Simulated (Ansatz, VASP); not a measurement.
# Ti3Si4Ni in VASP and in Ansatz

File INCAR:

```
PREC = Accurate
ENCUT = 520
EDIFF = 1E-7
ISMEAR = 0
SIGMA = 0.1
LREAL = F
LASPH = T
NELM = 60
ALGO = Normal
ISIF = 2
LWAVE = F
LCHARG = T
GGA = PE
LELF = T
LVHAR = T
NBANDS = 41
```

KPOINTS

```
regular mesh
0
Gamma
  4 4 4
```

Contents of POSCAR:

```
Ti3Si4Ni
1.0
    4.8028964089      0.0000000000      0.0000000000
    0.0052014849      4.8556108009      0.0000000000
    1.0928030720      0.5838045704      4.8316682761
Ti Si Ni
3 4 1
Direct
    0.3624011987      0.1740492622      0.3563685058
    0.7863054094      0.2583152844      0.6941090943
    0.6948865858      0.6551582846      0.0690637040
    0.6209729448      0.7628497841      0.5739031329
    0.8853947737      0.1332114947      0.1917594178
    0.1547369637      0.6672053430      0.3526226704
    0.2524737234      0.4228852092      0.8656072616
    0.2428284006      0.9263253377      0.8965662133
```

Input for Ansatz:

```yaml
crystal:
  lattice:
    - [4.8028964089, 0.0, 0.0]
    - [0.0052014849, 4.8556108009, 0.0]
    - [1.092803072, 0.5838045704, 4.8316682761]
  atoms:
    - { symbol: Ti, position: [0.3624011987, 0.1740492622, 0.3563685058] }
    - { symbol: Ti, position: [0.7863054094, 0.2583152844, 0.6941090943] }
    - { symbol: Ti, position: [0.6948865858, 0.6551582846, 0.069063704] }
    - { symbol: Si, position: [0.6209729448, 0.7628497841, 0.5739031329] }
    - { symbol: Si, position: [0.8853947737, 0.1332114947, 0.1917594178] }
    - { symbol: Si, position: [0.1547369637, 0.667205343, 0.3526226704] }
    - { symbol: Si, position: [0.2524737234, 0.4228852092, 0.8656072616] }
    - { symbol: Ni, position: [0.2428284006, 0.9263253377, 0.8965662133] }
basis:
  ecutwfc: 420
kpoints:
  mp_grid: { grid: [4, 4, 4] }
hamiltonian:
  xc: pbe
scf:
  occupations: { method: gaussian, width: 0.1 }
  lower_state_search: "off"
output:
  forces: true
  stress: true
  eigenvalues: true
```

Change from the starting cell: the structure that the rattled cell fell into.

Alike in both runs: task single point; functional PBE; k mesh 4 × 4 × 4; occupations gaussian, width 0.1 eV; no spin polarisation.

|  | VASP | Ansatz |
| --- | --- | --- |
| version | VASP 6.6.1 | Ansatz 0.2.0 |
| potentials or method | VASP PAW PBE potentials, release 64 (Ti_sv, Si, Ni), cutoff 520 eV | scalar-relativistic, plane waves, PAW |
| valence electrons in the cell | 62 | 70 |

```tsv
	VASP	Ansatz	Ansatz less VASP
gap on the k mesh at the Fermi level (eV)	none	none	-
pressure (GPa)	-0.2	-0.2	+0.01
traceless stress, the component that is largest in VASP (GPa)	0.39	0.39	-0.005
rms of the force components (eV/Å)	0.031	0.031	-0.0002
```

Atom by atom the forces differ by 0.004 eV/Å (rms over components). A gap of «none» marks a metal or a gap that the smearing closes. VASP's potentials hold 62 valence electrons a cell and Ansatz's 70, so a difference there can come from the potentials and not from the codes.
